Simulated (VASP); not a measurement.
# B (R32) in VASP: further runs

Runs on B. Level: PBE. Tasks: single point, relaxation of cell and atoms.

Program: VASP 6.6.1. These are calculated values, not measurements. Logs are shortened: lines on timing, memory, paths and dates and some standing lists are left out, and cuts for length are marked.

## 1. The cell of the first run

It takes space group R32 (No. 155, trigonal). Conventional cell: a = 5.016 Å, b = 5.016 Å, c = 10.204 Å, α = 90.00°, β = 90.00°, γ = 120.00°. Within 2.3 Å of B (site symmetry 3) lie 4 B at 1.74 to 1.83 Å. Within 2.2 Å of B (site symmetry 2) lie 4 B at 1.64 to 1.74 Å. B (site symmetry 1) has 4 B at 1.57 to 1.69 Å within 2.1 Å.

## 2. Single point, PBE

INCAR

```
SYSTEM = B
PREC     = Accurate       ! precision mode
ENCUT    = 520            ! plane-wave cutoff, eV
EDIFF    = 1E-6           ! SCF threshold, eV
ISMEAR   = 0              ! smearing method
SIGMA    = 0.1            ! smearing width, eV
LREAL    = .False.        ! projectors in reciprocal space
LASPH    = .True.         ! aspherical terms in the spheres
NELM     = 100            ! most SCF steps
ALGO     = Normal         ! electronic algorithm
ISIF     = 2              ! what is computed and relaxed
LWAVE    = .False.        ! write WAVECAR
LCHARG   = .False.        ! write CHGCAR
GGA      = PE             ! functional
NBANDS   = 28             ! bands
```

KPOINTS

```
Automatic mesh
0
Gamma
  6 6 6
  0 0 0
```

POSCAR

```
B
1.0
    2.5081732400      1.4480945000      3.4014535200
   -2.5081732400      1.4480945000      3.4014535200
    0.0000000000     -2.8961889900      3.4014535200
B
11
Direct
    0.4104384800      0.4104384800      0.4104384800
    0.5895615200      0.5895615200      0.5895615200
    0.6141590900      0.3858409100      0.0000000000
    0.0000000000      0.6141590900      0.3858409100
    0.3858409100      0.0000000000      0.6141590900
    0.3290587600      0.9836913900      0.0032753800
    0.0032753800      0.3290587600      0.9836913900
    0.9836913900      0.0032753800      0.3290587600
    0.9967246200      0.0163086100      0.6709412400
    0.0163086100      0.6709412400      0.9967246200
    0.6709412400      0.9967246200      0.0163086100
```

Potentials or basis: VASP PAW PBE potentials, release 64 (B).

Launch:

```
$ cat potpaw_PBE.64/B/POTCAR > POTCAR
$ mpirun -np 1 vasp_std > vasp.out
```

OUTCAR:

```text
SYSTEM = B
   PREC = Accurate
   ENCUT = 520
   EDIFF = 1E-6
   ISMEAR = 0
   LREAL = .False.
   LASPH = .True.
   NELM = 100
   ISIF = 2
   GGA = PE

 ion  position               nearest neighbor table
   1  0.410  0.410  0.410-   4 1.74   3 1.74   5 1.74   2 1.83
   2  0.590  0.590  0.590-   5 1.74   3 1.74   4 1.74   1 1.83
   3  0.614  0.386  0.000-   7 1.64  11 1.64   1 1.74   2 1.74
   4  0.000  0.614  0.386-  10 1.64   8 1.64   1 1.74   2 1.74
   5  0.386  0.000  0.614-   6 1.64   9 1.64   2 1.74   1 1.74
   6  0.329  0.984  0.003-  11 1.57   5 1.64   7 1.69   8 1.69
   7  0.003  0.329  0.984-  10 1.57   3 1.64   6 1.69   8 1.69
   8  0.984  0.003  0.329-   9 1.57   4 1.64   6 1.69   7 1.69
   9  0.997  0.016  0.671-   8 1.57   5 1.64  10 1.69  11 1.69
  10  0.016  0.671  0.997-   7 1.57   4 1.64  11 1.69   9 1.69
  11  0.671  0.997  0.016-   6 1.57   3 1.64  10 1.69   9 1.69

  LATTYP: Found a trigonal (rhomboedric) cell.
 ALAT       =     4.4674149924
 COS(alpha) =     0.3695764018

  Lattice vectors:

 A1 = (   2.5081732400,   1.4480945000,   3.4014535200)
 A2 = (  -2.5081732400,   1.4480945000,   3.4014535200)
 A3 = (   0.0000000000,  -2.8961889900,   3.4014535200)

Analysis of symmetry for initial positions (statically):
=====================================================================
 Subroutine PRICEL returns:
 Original cell was already a primitive cell.

 Routine SETGRP: Setting up the symmetry group for a
 trigonal (rhombohedral) supercell.

 Subroutine GETGRP returns: Found  6 space group operations
 (whereof  6 operations were pure point group operations)
 out of a pool of 12 trial point group operations.

The static configuration has the point symmetry D_3 .

Analysis of symmetry for dynamics (positions and initial velocities):
=====================================================================
 Subroutine PRICEL returns:
 Original cell was already a primitive cell.

 Routine SETGRP: Setting up the symmetry group for a
 trigonal (rhombohedral) supercell.

 Subroutine GETGRP returns: Found  6 space group operations
 (whereof  6 operations were pure point group operations)
 out of a pool of 12 trial point group operations.

The dynamic configuration has the point symmetry D_3 .

 Subroutine INISYM returns: Found  6 space group operations
 (whereof  6 operations are pure point group operations),
 and found     1 'primitive' translations

----------------------------------------------------------------------------------------

                                     Primitive cell

  volume of cell :      74.1259

  direct lattice vectors                    reciprocal lattice vectors
     2.508173240  1.448094500  3.401453520     0.199348271  0.115093778  0.097997321
    -2.508173240  1.448094500  3.401453520    -0.199348271  0.115093778  0.097997321
     0.000000000 -2.896188990  3.401453520     0.000000000 -0.230187556  0.097997321

  length of vectors
     4.467414994  4.467414994  4.467414992     0.250179508  0.250179508  0.250179508

  position of ions in fractional coordinates (direct lattice)
     0.410438480  0.410438480  0.410438480
     0.589561520  0.589561520  0.589561520
     0.614159090  0.385840910  0.000000000
     0.000000000  0.614159090  0.385840910
     0.385840910  1.000000000  0.614159090
     0.329058760  0.983691390  0.003275380
     0.003275380  0.329058760  0.983691390
     0.983691390  0.003275380  0.329058760
     0.996724620  0.016308610  0.670941240
     0.016308610  0.670941240  0.996724620
     0.670941240  0.996724620  0.016308610

  ion indices of the primitive-cell ions
   primitive index   ion index
                 1           1
                 2           2
                 3           3
                 4           4
                 5           5
                 6           6
                 7           7
                 8           8
                 9           9
                10          10
                11          11

----------------------------------------------------------------------------------------

 KPOINTS: Automatic mesh

Automatic generation of k-mesh.
 Grid dimensions read from file:
 generate k-points for:    6    6    6

 Generating k-lattice:

  Cartesian coordinates                     Fractional coordinates (reciprocal lattice)
     0.033224712  0.019182296  0.016332887     0.166666667  0.000000000  0.000000000
    -0.033224712  0.019182296  0.016332887     0.000000000  0.166666667  0.000000000
     0.000000000 -0.038364593  0.016332887     0.000000000  0.000000000  0.166666667

  Length of vectors
     0.041696585  0.041696585  0.041696585

  Shift w.r.t. Gamma in fractional coordinates (k-lattice)
     0.000000000  0.000000000  0.000000000

 Subroutine IBZKPT returns following result:
 ===========================================

 Found     32 irreducible k-points:

 Following reciprocal coordinates:
            Coordinates               Weight
  0.000000  0.000000  0.000000      1.000000
  0.166667  0.000000  0.000000      6.000000
  0.333333 -0.000000  0.000000      6.000000
  0.500000  0.000000  0.000000      3.000000
  0.166667  0.166667  0.000000      6.000000
  0.333333  0.166667  0.000000     12.000000
[... 16 lines left out ...]
  0.500000  0.500000  0.166667      6.000000
 -0.333333  0.500000  0.166667     12.000000
 [... further k-points ...]
   k-points           NKPTS =     32   k-points in BZ     NKDIM =     32   number of bands    NBANDS=     28
   number of dos      NEDOS =    301   number of ions     NIONS =     11
   total plane-waves  NPLWV =  46656
   dimension x,y,z NGX =    36 NGY =   36 NGZ =   36
   dimension x,y,z NGXF=    72 NGYF=   72 NGZF=   72
   ions per type =              11
   NGX,Y,Z   is equivalent  to a cutoff of  13.40, 13.40, 13.40 a.u.
   NGXF,Y,Z  is equivalent  to a cutoff of  26.79, 26.79, 26.79 a.u.
 SYSTEM =  B
   PREC   = accura    normal or accurate (medium, high low for compatibility)
   ISTART =      0    job   : 0-new  1-cont  2-samecut
   ICHARG =      2    charge: 1-file 2-atom 10-const
   ISPIN  =      1    spin polarized calculation?
   LNONCOLLINEAR =      F non collinear calculations
   LSORBIT =      F    spin-orbit coupling
   LASPH  =      T    aspherical Exc in radial PAW
   ENCUT  =  520.0 eV  38.22 Ry    6.18 a.u.   8.31  8.31  8.31*2*pi/ulx,y,z
   NELM   =    100;   NELMIN=  2; NELMDL= -5     # of ELM steps
   EDIFF  = 0.1E-05   stopping-criterion for ELM
   LREAL  =      F    real-space projection
   EDIFFG = 0.1E-04   stopping-criterion for IOM
   NSW    =      0    number of steps for IOM
   IBRION =     -1    ionic relax: 0-MD 1-quasi-New 2-CG
   NFREE  =      0    steps in history (QN), initial steepest desc. (CG)
   ISIF   =      2    stress and relaxation
   ISYM   =      2    0-nonsym 1-usesym 2-fastsym
   POTIM  = 0.5000    time-step for ionic-motion
   TEBEG  =    0.0;   TEEND  =   0.0 temperature during run
   PSTRESS=    0.0 pullay stress
   NELECT =      33.0000    total number of electrons
   NUPDOWN=      -1.0000    fix difference up-down
   EMIN   =  10.00;   EMAX   =-10.00  energy-range for DOS
   EFERMI =   0.00;   METHOD = LEGACY
   ISMEAR =     0;   SIGMA  =   0.10  broadening in eV -4-tet -1-fermi 0-gaus
   EFERMI_NEDOS =   21; number of points for ismear=-14 and -15
   IALGO  =     38    algorithm
   IMIX   =      4    mixing-type and parameters
     AMIX     =   0.40;   BMIX     =  1.00
     AMIX_MAG =   1.60;   BMIX_MAG =  1.00
  volume/ion in A,a.u.               =       6.74        45.48
  Fermi-wavevector in a.u.,A,eV,Ry     =   1.250037  2.362227 21.260349  1.562592
  Thomas-Fermi vector in A             =   2.384049
   LORBIT       =      0    0 simple, 1 ext, 2 COOP (PROOUT), +10 PAW based schemes
   GGA     = PE    functional components
   LHFCALC =     F    Hartree Fock is set to
   AEXX    =    0.0000 exact exchange contribution
   IVDW    =     0    specifies the selected vdW correction
   LEPSILON=     F    determine dielectric tensor
   LRPA    =     F    only Hartree local field effects (RPA)
 non-spin polarized calculation
 Gauss-broadening in eV      SIGMA  =   0.10
  energy-cutoff  :      520.00
  volume of cell :       74.13
 maximum number of plane-waves:      2035
 NGX is ok and might be reduce to    36
   NGX = 17   NGY = 17   NGZ = 17

 number of electron      33.0000000 magnetization

 Free energy of the ion-electron system (eV)
  ---------------------------------------------------
  ext. energy  EPLUGINS =         0.00000000
  ---------------------------------------------------
  free energy    TOTEN  =       -61.67291520 eV

  energy without entropy =      -61.65336771  energy(sigma->0) =      -61.66314145

 E-fermi :   6.5895     XC(G=0): -12.1221

 val. band max:        6.5852616259   @ k =  -0.3333   0.5000   0.3333
 cond. band min:       6.6224504802   @ k =   0.5000   0.5000   0.1667
 fundamental gap:      0.0371888543
 Fermi energy:         6.5895244822

 k-point     1 :       0.0000    0.0000    0.0000
  band No.  band energies     occupation
      1      -9.2333      2.00000
      2      -2.7334      2.00000
      3      -2.6445      2.00000
      4      -2.6445      2.00000
      5      -2.5209      2.00000
      6      -0.7708      2.00000
[... 20 lines left out ...]
     27      17.4277      0.00000
     28      17.4289      0.00000

 k-point     2 :       0.1667    0.0000    0.0000
  band No.  band energies     occupation
      1      -9.0483      2.00000
      2      -4.2496      2.00000
      3      -2.9355      2.00000
      4      -2.4501      2.00000
      5      -1.7762      2.00000
      6      -0.6696      2.00000
[... 674 lines left out ...]
 k-point    24 :      -0.3333    0.5000    0.1667
  band No.  band energies     occupation
      1      -7.3288      2.00000
      2      -5.8047      2.00000
      3      -5.1783      2.00000
      4      -4.5841      2.00000
      5      -2.4371      2.00000
      6      -0.8779      2.00000
[... 20 lines left out ...]
     27      15.1657      0.00000
     28      16.7179      0.00000

 [... further k-points ...]
[... 5 lines left out ...]
  --------------------------------------------------------------------------------------
  -------------------------------------------------------------------------------------
  Total       17.2523265     17.2523266     16.7612009      0.0000000      0.0000000      0.0000000
  in kB      372.8962597    372.8962604    362.2809440      0.0000000      0.0000004      0.0000000
  external PRESSURE =     369.3578214 kB  Pullay stress =       0.0000000 kB

 VOLUME and BASIS-vectors are now :
 -----------------------------------------------------------------------------
  energy-cutoff  :      520.00
  volume of cell :       74.13
      direct lattice vectors                 reciprocal lattice vectors
     2.508173240  1.448094500  3.401453520     0.199348271  0.115093778  0.097997321
    -2.508173240  1.448094500  3.401453520    -0.199348271  0.115093778  0.097997321
     0.000000000 -2.896188990  3.401453520     0.000000000 -0.230187556  0.097997321

 POSITION                                       TOTAL-FORCE (eV/Angst)
 -----------------------------------------------------------------------------------
      0.00000      0.00000      4.18826        -0.000000      0.000000      1.252581
      0.00000      0.00000      6.01610        -0.000000     -0.000000     -1.252581
      0.57266      1.44809      3.40145        -0.432849     -0.000000      0.000000
     -1.54042     -0.22811      3.40145         0.216425     -0.374859      0.000000
      0.96776     -1.21999      3.40145         0.216425      0.374859      0.000000
     -1.64193      1.89150      4.47640        -0.090888     -1.124384     -0.114198
     -0.81712     -2.36770      4.47640         1.019189      0.483481     -0.114198
      2.45905      0.47620      4.47640        -0.928301      0.640903     -0.114198
      2.45905     -0.47620      5.72796        -0.928301     -0.640903      0.114198
     -1.64193     -1.89150      5.72796        -0.090888      1.124384      0.114198
     -0.81712      2.36770      5.72796         1.019189     -0.483481      0.114198
 -----------------------------------------------------------------------------------
    total drift:                                0.000000      0.000000     -0.000000

  FREE ENERGIE OF THE ION-ELECTRON SYSTEM (eV)
  ---------------------------------------------------
  free  energy   TOTEN  =       -61.6729151953 eV

  energy  without entropy=      -61.6533677092  energy(sigma->0) =      -61.66314145
```

It took 47 s on 1 thread of Intel Xeon Platinum 8375C at 2.90GHz (Ice Lake), shared host; peak memory 0.21 GiB.

What came out:

- Free energy: -61.6729 eV
- Pressure: 36.9 GPa
- Largest force: 1.253 eV/Å

Forces in eV/Å, atoms in the order of the input:
```
B    0.000  0.000  1.253
B    0.000  0.000 -1.253
B   -0.433  0.000  0.000
B    0.216 -0.375  0.000
B    0.216  0.375  0.000
B   -0.091 -1.124 -0.114
B    1.019  0.483 -0.114
B   -0.928  0.641 -0.114
B   -0.928 -0.641  0.114
B   -0.091  1.124  0.114
B    1.019 -0.483  0.114
```

Levels at points of the mesh, in eV from the Fermi level:
```
           k point  band 14  band 15  band 16  band 17  band 18  band 19
(0.00, 0.00, 0.00)    -3.49    -3.49    -0.15     0.74     0.74     3.00
(0.50, 0.00, 0.00)    -1.37    -1.00    -0.52    -0.21     1.15     1.39
(0.50, 0.50, 0.00)    -2.20    -1.53    -1.16    -0.47    -0.40     0.75
(0.50, 0.50, 0.50)    -1.75    -0.87     1.28     1.28     1.95     2.24
```

Caveat: forces of over 1 eV/Å act on the atoms, so gaps and moduli don't describe the material at rest.

## 3. Single point, PBE

This run uses another cell than the first one, of 6.90 Å³/atom, 1.023 times its volume.

INCAR

```
  PREC = Accurate
  ENCUT = 520
  EDIFF = 1E-6
  ISMEAR = 0
  SIGMA = 0.1
  LREAL = False
  LASPH = True
  NELM = 80
  ALGO = Normal
  ISIF = 2
  LWAVE = False
  LCHARG = True
  GGA = PE
  LELF = True
  LVHAR = True
  NBANDS = 28
```

KPOINTS

```
Automatic mesh
0
Gamma
  6 6 6
```

POSCAR

```
B
1.0
    2.5262780902      1.4585473371      3.4316036829
   -2.5262780902      1.4585473371      3.4316036829
    0.0000000000     -2.9170946691      3.4316036851
B
11
Direct
    0.4110743254      0.4110743254      0.4110743254
    0.5889256746      0.5889256746      0.5889256746
    0.6821597979      0.3178402021      0.0000000000
    0.0000000000      0.6821597979      0.3178402021
    0.3178402021      0.0000000000      0.6821597979
    0.3077491570      0.8902526418      0.1124949720
    0.1124949720      0.3077491570      0.8902526418
    0.8902526418      0.1124949720      0.3077491570
    0.8875050280      0.1097473582      0.6922508430
    0.1097473582      0.6922508430      0.8875050280
    0.6922508430      0.8875050280      0.1097473582
```

Potentials or basis: VASP PAW PBE potentials, release 64 (B).

Launch:

```
$ cat potpaw_PBE.64/B/POTCAR > POTCAR
$ mpirun -np 1 vasp_std > vasp.out
```

Wall time 46 s (1 thread of Intel Xeon Platinum 8375C at 2.90GHz (Ice Lake), shared host); peak memory 0.21 GiB.

The run converged. Its results:

```
Free energy   : -66.3916 eV
Pressure      : -0.1 GPa
Largest force : 0.032 eV/Å
```

Forces in eV/Å, atoms in the order of the input:
```
B    0.000  0.000 -0.032
B    0.000  0.000  0.032
B    0.015  0.000  0.000
B   -0.008  0.013  0.000
B   -0.008 -0.013  0.000
B    0.006  0.002  0.015
B   -0.005  0.004  0.015
B   -0.001 -0.007  0.015
B   -0.001  0.007 -0.015
B    0.006 -0.002 -0.015
B   -0.005 -0.004 -0.015
```

Stress tensor (GPa, compression positive):
```
-0.19  0.00  0.00
 0.00 -0.19  0.00
 0.00  0.00  0.00
```

Levels at points of the mesh, in eV from the Fermi level:
```csv
k point,band 14,band 15,band 16,band 17,band 18,band 19
"(0.00, 0.00, 0.00)",-4.04,-3.64,0.22,0.22,0.89,4.29
"(0.50, 0.00, 0.00)",-2.55,-2.52,-0.20,0.41,0.90,1.45
"(0.50, 0.50, 0.00)",-2.76,-2.08,-1.33,0.74,0.94,1.13
"(0.50, 0.50, 0.50)",-2.27,-0.09,0.79,0.79,2.92,2.92
```

(Part 1 of 2 ends here.)
